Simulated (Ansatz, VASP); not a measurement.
Two plane-wave programs on TePb

The input POSCAR:

```
TePb
1.0
    0.0000000000      3.1873324849      3.1873324849
    3.1873324849      0.0000000000      3.1873324849
    3.1873324849      3.1873324849      0.0000000000
Pb Te
1 1
Direct
    0.0000000000      0.0000000000      0.0000000000
    0.5000000000      0.5000000000      0.5000000000
```

File INCAR.step1:

```
SYSTEM = TePb
PREC = Accurate
ENCUT = 520
ISMEAR = -1
SIGMA = 0.05
LREAL = .False.
LASPH = .True.
NELM = 150
MAGMOM = 0 0 0 0 0 0
LSORBIT = .True.
GGA_COMPAT = .False.
NBANDS = 32
GGA = PE
ALGO = Normal
EDIFF = 1E-4
LWAVE = .True.
LCHARG = .False.
```

Contents of INCAR.step2:

```
SYSTEM = TePb
PREC = Accurate
ENCUT = 520
EDIFF = 1E-6
ISMEAR = -1
SIGMA = 0.05
LREAL = .False.
LASPH = .True.
NELM = 150
ALGO = Normal
ISIF = 2
LWAVE = .False.
LCHARG = .False.
MAGMOM = 0 0 0 0 0 0
LORBIT = 11
LSORBIT = .True.
GGA_COMPAT = .False.
LORBMOM = .True.
METAGGA = R2SCAN
LMIXTAU = .True.
NBANDS = 32
ISTART = 1
```

File KPOINTS:

```
Automatic mesh
0
Gamma
  7 7 7
  0 0 0
```

input.yaml

```yaml
crystal:
  lattice:
    - [0.0, 3.1873324849, 3.1873324849]
    - [3.1873324849, 0.0, 3.1873324849]
    - [3.1873324849, 3.1873324849, 0.0]
  atoms:
    - { symbol: Pb, position: [0.0, 0.0, 0.0] }
    - { symbol: Te, position: [0.5, 0.5, 0.5] }
hamiltonian:
  xc: r2scan
  pseudopotentials: { kind: paw_fr }
magnetization:
  noncollinear: true
  spin_orbit: true
kpoints:
  mp_grid: { grid: [7, 7, 7] }
scf:
  occupations: { method: fermi_dirac, width: 0.05 }
output:
  forces: true
  stress: true
  eigenvalues: true
```

Alike in both runs: task single point; functional r2SCAN; k mesh 7 × 7 × 7; occupations fermi-dirac, width 0.05 eV; non-collinear spin, spin-orbit coupling.

|  | VASP | Ansatz |
| --- | --- | --- |
| version | VASP 6.6.1 | Ansatz 0.2.0 |
| potentials or method | VASP PAW PBE potentials, release 64 (Pb_d, Te) | Ansatz PAW |
| plane-wave cutoff (eV) | 520 | 500 |
| valence electrons in the cell | 20 | 30 |

|  | VASP | Ansatz | Ansatz less VASP |
| --- | --- | --- | --- |
| pressure (GPa) | 3.5 | 3.3 | -0.17 |
| net moment per atom (μB) | 0.00 | 0.00 | 0.000 |

VASP's potentials were made for PBE, not for r2SCAN. The functional is the same, so the differences come from potentials, cutoffs and numerics. VASP's potentials hold 20 valence electrons a cell and Ansatz's 30, so a difference there can come from the potentials and not from the codes.
